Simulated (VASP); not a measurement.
# CdS (P6_3mc) in VASP: notebook

Runs on CdS. Level: r2SCAN. Tasks: single point.

All numbers are computed with VASP 6.6.1; they aren't measurements. Logs are shortened: lines on timing, memory, paths and dates and some standing lists are left out, and cuts for length are marked.

**1. The cell of the first run**

Symmetry: P6_3mc, No. 186, hexagonal system. Conventional cell: a = 4.150 Å, b = 4.150 Å, c = 6.737 Å, α = 90.00°, β = 90.00°, γ = 120.00°. Within 3.3 Å of Cd (site symmetry 3m) lie 4 S at 2.53 to 2.54 Å. S (site symmetry 3m) has 4 Cd at 2.53 to 2.54 Å within 3.3 Å.

**2. Single point, r2SCAN**

File POSCAR:

```
CdS
1.0
    4.1500000000      0.0000000000      0.0000000000
   -2.0750000000      3.5940054257      0.0000000000
    0.0000000000      0.0000000000      6.7370000000
Cd S
2 2
Direct
    0.3333333333      0.6666666667      0.0000000000
    0.6666666667      0.3333333333      0.5000000000
    0.3333333333      0.6666666667      0.3750000000
    0.6666666667      0.3333333333      0.8750000000
```

File INCAR.step1:

```
SYSTEM = CdS
PREC     = Accurate       ! precision mode
ENCUT    = 520            ! plane-wave cutoff, eV
ISMEAR   = 0              ! smearing method
SIGMA    = 0.01           ! smearing width, eV
LREAL    = .FALSE.        ! projectors in reciprocal space
LASPH    = .TRUE.         ! aspherical terms in the spheres
NELM     = 60             ! most SCF steps
NBANDS   = 26             ! bands
GGA      = PE             ! functional
ALGO     = Normal         ! electronic algorithm
EDIFF    = 1E-4           ! SCF threshold, eV
LWAVE    = .TRUE.         ! write WAVECAR
LCHARG   = .FALSE.        ! write CHGCAR
```

File INCAR.step2:

```
SYSTEM = CdS
PREC     = Accurate       ! precision mode
ENCUT    = 520            ! plane-wave cutoff, eV
EDIFF    = 1E-7           ! SCF threshold, eV
ISMEAR   = 0              ! smearing method
SIGMA    = 0.01           ! smearing width, eV
LREAL    = .FALSE.        ! projectors in reciprocal space
LASPH    = .TRUE.         ! aspherical terms in the spheres
NELM     = 60             ! most SCF steps
ALGO     = Normal         ! electronic algorithm
ISIF     = 2              ! what is computed and relaxed
LWAVE    = .FALSE.        ! write WAVECAR
LCHARG   = .FALSE.        ! write CHGCAR
METAGGA  = R2SCAN         ! meta-GGA
LMIXTAU  = .TRUE.       
NBANDS   = 26             ! bands
ISTART   = 1
```

File KPOINTS:

```
Automatic mesh
0
G
  3 3 1
  0 0 0
```

Potentials or basis: VASP PAW PBE potentials, release 64 (Cd, S).

Started as:

```bash
$ cat potpaw_PBE.64/Cd/POTCAR potpaw_PBE.64/S/POTCAR > POTCAR
$ cp INCAR.step1 INCAR
$ mpirun -np 1 vasp_std > vasp.out
$ cp INCAR.step2 INCAR
$ mpirun -np 1 vasp_std > vasp.out
```

OUTCAR:

```text
SYSTEM = CdS
   PREC = Accurate
   ENCUT = 520
   EDIFF = 1E-7
   ISMEAR = 0
   LREAL = .FALSE.
   LASPH = .TRUE.
   NELM = 60
   ISIF = 2
   METAGGA = R2SCAN
   ISTART = 1

 ion  position               nearest neighbor table
   1  0.333  0.667  0.000-   3 2.53   4 2.54   4 2.54   4 2.54
   2  0.667  0.333  0.500-   4 2.53   3 2.54   3 2.54   3 2.54
   3  0.333  0.667  0.375-   1 2.53   2 2.54   2 2.54   2 2.54
   4  0.667  0.333  0.875-   2 2.53   1 2.54   1 2.54   1 2.54

  LATTYP: Found a hexagonal cell.
 ALAT       =     4.1500000000
 C/A-ratio  =     1.6233734940

  Lattice vectors:

 A1 = (   4.1500000000,   0.0000000000,   0.0000000000)
 A2 = (  -2.0750000000,   3.5940054257,   0.0000000000)
 A3 = (   0.0000000000,   0.0000000000,   6.7370000000)

Analysis of symmetry for initial positions (statically):
=====================================================================
 Subroutine PRICEL returns:
 Original cell was already a primitive cell.

 Routine SETGRP: Setting up the symmetry group for a
 hexagonal supercell.

 Subroutine GETGRP returns: Found 12 space group operations
 (whereof  6 operations were pure point group operations)
 out of a pool of 24 trial point group operations.

The static configuration has the point symmetry C_3v.
 The point group associated with its full space group is C_6v.

Analysis of symmetry for dynamics (positions and initial velocities):
=====================================================================
 Subroutine PRICEL returns:
 Original cell was already a primitive cell.

 Routine SETGRP: Setting up the symmetry group for a
 hexagonal supercell.

 Subroutine GETGRP returns: Found 12 space group operations
 (whereof  6 operations were pure point group operations)
 out of a pool of 24 trial point group operations.

The dynamic configuration has the point symmetry C_3v.
 The point group associated with its full space group is C_6v.

 Subroutine INISYM returns: Found 12 space group operations
 (whereof  6 operations are pure point group operations),
 and found     1 'primitive' translations

----------------------------------------------------------------------------------------

                                     Primitive cell

  volume of cell :     100.4832

  direct lattice vectors                    reciprocal lattice vectors
     4.150000000  0.000000000  0.000000000     0.240963855  0.139120547  0.000000000
    -2.075000000  3.594005426  0.000000000     0.000000000  0.278241094  0.000000000
     0.000000000  0.000000000  6.737000000     0.000000000  0.000000000  0.148434021
[... 68 lines left out ...]
   EDIFFG = 0.1E-05   stopping-criterion for IOM
   NSW    =      0    number of steps for IOM
   IBRION =     -1    ionic relax: 0-MD 1-quasi-New 2-CG
   NFREE  =      0    steps in history (QN), initial steepest desc. (CG)
   ISIF   =      2    stress and relaxation
   ISYM   =      2    0-nonsym 1-usesym 2-fastsym
   POTIM  = 0.5000    time-step for ionic-motion
   TEBEG  =    0.0;   TEEND  =   0.0 temperature during run
   PSTRESS=    0.0 pullay stress
   NELECT =      36.0000    total number of electrons
   NUPDOWN=      -1.0000    fix difference up-down
   EMIN   =  10.00;   EMAX   =-10.00  energy-range for DOS
   EFERMI =   0.00;   METHOD = LEGACY
   ISMEAR =     0;   SIGMA  =   0.01  broadening in eV -4-tet -1-fermi 0-gaus
   EFERMI_NEDOS =   21; number of points for ismear=-14 and -15
   IALGO  =     38    algorithm
   IMIX   =      4    mixing-type and parameters
     AMIX     =   0.40;   BMIX     =  1.00
     AMIX_MAG =   1.60;   BMIX_MAG =  1.00
  volume/ion in A,a.u.               =      25.12       169.52
  Fermi-wavevector in a.u.,A,eV,Ry     =   1.162727  2.197236 18.394190  1.351935
  Thomas-Fermi vector in A             =   2.299285
   LORBIT       =      0    0 simple, 1 ext, 2 COOP (PROOUT), +10 PAW based schemes
   METAGGA = R2SCAN    functional components
   LHFCALC =     F    Hartree Fock is set to
   AEXX    =    0.0000 exact exchange contribution
   IVDW    =     0    specifies the selected vdW correction
   LEPSILON=     F    determine dielectric tensor
   LRPA    =     F    only Hartree local field effects (RPA)
 non-spin polarized calculation
 Gauss-broadening in eV      SIGMA  =   0.01
  energy-cutoff  :      520.00
  volume of cell :      100.48
 maximum number of plane-waves:      2731
 NGX is ok and might be reduce to    32
   NGX = 15   NGY = 15   NGZ = 25

 number of electron      35.9999996 magnetization

 Free energy of the ion-electron system (eV)
  ---------------------------------------------------
  ext. energy  EPLUGINS =         0.00000000
  ---------------------------------------------------
  free energy    TOTEN  =       -59.40029207 eV

  energy without entropy =      -59.40029207  energy(sigma->0) =      -59.40029207

 E-fermi :   1.0283     XC(G=0):  -9.6597

 val. band max:        0.9531397844   @ k =   0.0000   0.0000   0.0000
 cond. band min:       2.6016160510   @ k =   0.0000   0.0000   0.0000
 fundamental gap:      1.6484762666
 Fermi energy:         1.0283327420

 k-point     1 :       0.0000    0.0000    0.0000
  band No.  band energies     occupation
      1     -11.8368      2.00000
      2     -11.4098      2.00000
      3      -6.9779      2.00000
      4      -6.9563      2.00000
      5      -6.9563      2.00000
      6      -6.8647      2.00000
[... 76 lines left out ...]
     25      10.3027      0.00000
     26      10.3027      0.00000

------------------------ aborting loop because EDIFF is reached ----------------------------------------

  FORCE on cell =-STRESS in cart. coord.  units (eV):
  Direction    XX          YY          ZZ          XY          YZ          ZX
  --------------------------------------------------------------------------------------
  -------------------------------------------------------------------------------------
  Total        1.4371929      1.4371929     -1.3434575      0.0000000      0.0000000      0.0000000
  in kB       22.9156556     22.9156556    -21.4210692      0.0000000      0.0000000      0.0000000
  external PRESSURE =       8.1367474 kB  Pullay stress =       0.0000000 kB

 VOLUME and BASIS-vectors are now :
 -----------------------------------------------------------------------------
  energy-cutoff  :      520.00
  volume of cell :      100.48
      direct lattice vectors                 reciprocal lattice vectors
     4.150000000  0.000000000  0.000000000     0.240963855  0.139120547  0.000000000
    -2.075000000  3.594005426  0.000000000     0.000000000  0.278241094  0.000000000
     0.000000000  0.000000000  6.737000000     0.000000000  0.000000000  0.148434021

 POSITION                                       TOTAL-FORCE (eV/Angst)
 -----------------------------------------------------------------------------------
     -0.00000      2.39600      0.00000         0.000000      0.000000     -0.174667
      2.07500      1.19800      3.36850         0.000000     -0.000000     -0.174667
     -0.00000      2.39600      2.52637        -0.000000     -0.000000      0.174667
      2.07500      1.19800      5.89487        -0.000000     -0.000000      0.174667
 -----------------------------------------------------------------------------------
    total drift:                               -0.000000     -0.000000     -0.005404

  FREE ENERGIE OF THE ION-ELECTRON SYSTEM (eV)
  ---------------------------------------------------
  free  energy   TOTEN  =       -59.4002920651 eV

  energy  without entropy=      -59.4002920651  energy(sigma->0) =      -59.40029207
```

Wall time 2 min (1 thread of Intel Xeon 8259CL, shared host); peak memory 0.23 GiB.

Results:

```yaml
Free_energy: -59.4003 eV
Pressure: 0.8 GPa
Largest_force: 0.175 eV/Å
Band_gap_on_the_k_mesh: 1.65 eV
```

Forces on the atoms (eV/Å):
```
Cd   0.000  0.000 -0.175
Cd   0.000  0.000 -0.175
S    0.000  0.000  0.175
S    0.000  0.000  0.175
```

Levels at points of the mesh, in eV from the valence-band top:
| k point | band 14 | band 15 | band 16 | band 17 | band 18 | band 19 | band 20 | band 21 | band 22 | band 23 |
| --- | --- | --- | --- | --- | --- | --- | --- | --- | --- | --- |
| (0.00, 0.00, 0.00) | -0.77 | -0.77 | -0.03 | 0.00 | 0.00 | 1.65 | 3.24 | 6.98 | 6.98 | 7.34 |

Caveat: the k points lie up to 0.93 Å⁻¹ apart; the PAW data sets were made with another functional, which shifts forces and pressure a little. r2SCAN opens gaps a little over a GGA but as a rule still falls short of measured ones.

**3. Single point, r2SCAN**

POSCAR is that of step 2.

INCAR.step1 is that of step 2.

INCAR.step2 is that of step 2.

File KPOINTS:

```
regular mesh
0
G
  3 3 2
  0 0 0
```

Potentials or basis: VASP PAW PBE potentials, release 64 (Cd, S).

Started as:

```bash
$ cat potpaw_PBE.64/Cd/POTCAR potpaw_PBE.64/S/POTCAR > POTCAR
$ cp INCAR.step1 INCAR
$ mpirun -np 1 vasp_std > vasp.out
$ cp INCAR.step2 INCAR
$ mpirun -np 1 vasp_std > vasp.out
```

It took 2.6 min on 1 thread of Intel Xeon 8259CL, shared host; peak memory 0.24 GiB.

It converged, with:

| Item | Value |
| --- | --- |
| Free energy | -59.2327 eV |
| Pressure | 1.3 GPa |
| Largest force | 0.026 eV/Å |
| Band gap on the k mesh | 1.63 eV |

Forces on the atoms (eV/Å):
```
Cd   0.000  0.000 -0.026
Cd   0.000  0.000 -0.026
S    0.000  0.000  0.026
S    0.000  0.000  0.026
```

Stress tensor (GPa, compression positive):
```
1.41 0.00 0.00
0.00 1.41 0.00
0.00 0.00 1.19
```

Levels at points of the mesh, in eV from the valence-band top:
| k point | band 16 | band 17 | band 18 | band 19 | band 20 | band 21 |
| --- | --- | --- | --- | --- | --- | --- |
| (0.00, 0.00, 0.00) | -0.04 | 0.00 | 0.00 | 1.63 | 3.23 | 6.96 |
| (0.00, 0.00, 0.50) | -0.40 | -0.40 | -0.40 | 3.28 | 3.28 | 6.63 |

Caveat: the k points lie up to 0.58 Å⁻¹ apart; the PAW data sets were made with another functional, which shifts forces and pressure a little. r2SCAN opens gaps a little over a GGA but as a rule still falls short of measured ones.

(Part 1 of 2 ends here.)
